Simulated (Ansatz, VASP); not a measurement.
**One calculation of CdH2, two programs**

```
Cd H
1.0
     2.67366   -2.66983    0.00000
     2.67366    2.66983    0.00000
     0.00000    0.00000    6.54855
Cd H
2 4
Direct
  0.00000 0.00000 0.74938
  0.00000 0.00000 0.25062
  0.00000 0.50000 0.74998
  0.50000 0.00000 0.74998
  0.00000 0.50000 0.25002
  0.50000 0.00000 0.25002
```

Alike in both runs: functional PBE; k mesh 6 × 6 × 4; occupations gaussian, width 0.1 eV; no spin polarisation.

Ansatz relaxed the structure, and its values are those at the end. VASP's run is a single point on that final structure, the one shown.

|  | VASP | Ansatz |
| --- | --- | --- |
| version | VASP 6.6.1 | Ansatz 0.2.0 |
| potentials or method | VASP PAW PBE potentials, release 64 (Cd, H), cutoff 520 eV | scalar-relativistic, plane waves, PAW |
| valence electrons in the cell | 28 | 44 |

|  | VASP | Ansatz | Ansatz less VASP |
| --- | --- | --- | --- |
| gap on the k mesh at the Fermi level (eV) | none | none | - |
| pressure (GPa) | 0.3 | 0.1 | -0.22 |

A gap of «none» marks a metal or a gap that the smearing closes. VASP's potentials hold 28 valence electrons a cell and Ansatz's 44, so a difference there can come from the potentials and not from the codes.
